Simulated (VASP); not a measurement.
Input of a VASP 6.6.1 run:

INCAR

```
SYSTEM = H4CO
PREC = Accurate
ENCUT = 520
EDIFF = 1E-6
ISMEAR = -1
SIGMA = 0.05
LREAL = Auto
LASPH = .TRUE.
NELM = 80
ALGO = Normal
ISIF = 2
LWAVE = .FALSE.
LCHARG = .TRUE.
GGA = PE
IVDW = 12
LELF = .TRUE.
LVHAR = .TRUE.
NBANDS = 66
```

KPOINTS

```
regular mesh
0
G
  1 1 1
  0 0 0
```

Contents of POSCAR:

```
H4CO
1.0
    7.3803230000      0.0000000000      0.0000000000
    0.0000000000      7.3803230000      0.0000000000
    0.0000000000      0.0000000000      7.3803230000
C O H
6 6 24
Direct
    0.4965771823      0.4700607277      0.6286039242
    0.0513121174      0.5793648869      0.6742252338
    0.7050504429      0.5784841666      0.2107766828
    0.2142995639      0.2145705547      0.2486747531
    0.6991292929     -0.0001761441      0.3186581400
    0.6141736615      1.0714842697      0.8329174753
    0.5416023120      0.5564661601      0.7935289553
    0.1161873268      0.4301166765      0.7922417488
    0.5602464824      0.4555356182      0.2064408292
    0.1821600491      0.4001450885      0.2516556525
    0.8107639733      0.1504947683      0.3815686658
    0.7363498860      0.9122364970      0.8416298311
    0.6001905337      0.4334092153      0.5497862356
    0.4313361353      0.5559648270      0.8760998672
    0.3969338469      0.3560819764      0.6439420063
    0.4192499434      0.5646229847      0.5344481536
    0.1475680671      0.5705712338      0.5429843653
    0.0285624355      0.4565789329      0.8990527921
   -0.1043179275      0.5417513570      0.6185501637
    0.0802674896      0.6981401762      0.7451977373
    0.8321858000      0.5079994466      0.2440679087
    0.5732269441      0.3412858760      0.1297097702
    0.7277594761      0.6285903747      0.0641570836
    0.7102805663      0.6854713540      0.3188342841
    0.1167022094      0.1365793882      0.1445465192
    0.2980763850      0.4529883042      0.2537287325
    0.3484942326      0.1640578603      0.2072131531
    0.1843279759      0.1785152222      0.3885195811
    0.7304287360     -0.0727474936      0.1821329500
    0.7580291540      0.2780366117      0.3634393779
    0.7341413106     -0.1118243741      0.4138165769
    0.5570216913     -0.0085904099      0.2839035636
    0.5742431598      1.1304112300      0.9523024941
    0.6584942150      0.8017128790      0.8700161226
    0.6909589187      1.1598950344      0.7461055566
    0.4821875682      1.0129231471      0.7675680319
```

Potentials or basis: VASP PAW PBE potentials, release 64 (C, O, H).

Command:

```sh
$ cat potpaw_PBE.64/C/POTCAR potpaw_PBE.64/O/POTCAR potpaw_PBE.64/H/POTCAR > POTCAR
$ mpirun -np 1 vasp_gam > vasp.out
```

Question: What does it give for the band gap on the k mesh?

Answer: 4.27 eV.

Question: What does it give for the largest force?

Answer: 5.453 eV/Å.

Stress tensor (GPa, compression positive):
```
-1.67 -1.30 -1.72
-1.30 -1.73 -2.11
-1.72 -2.11 -2.44
```

Caveat: the k points lie up to 0.85 Å⁻¹ apart.
